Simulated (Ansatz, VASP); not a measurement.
Ga: VASP beside Ansatz

```
Ga
1.0
     3.07009    0.00000    0.00000
    -1.53504    2.65877    0.00000
     0.00000    0.00000    4.96154
Ga
2
Direct
  0.33333 0.66667 0.25000
  0.66667 0.33333 0.75000
```

Change from the starting cell: volume scaled by 1.06.

Alike in both runs: task single point; functional PBE; k mesh 18 × 18 × 10; occupations fermi-dirac, width 0.05 eV; no spin polarisation.

|  | VASP | Ansatz |
| --- | --- | --- |
| version | VASP 6.6.1 | Ansatz 0.2.0 |
| potentials or method | VASP PAW PBE potentials, release 64 (Ga_d), cutoff 520 eV | all-electron LAPW, scalar-relativistic |

|  | VASP | Ansatz | Ansatz less VASP |
| --- | --- | --- | --- |
| pressure (GPa) | -2.3 | -2.3 | -0.05 |

Ansatz ran all-electron here, and VASP with PAW potentials.
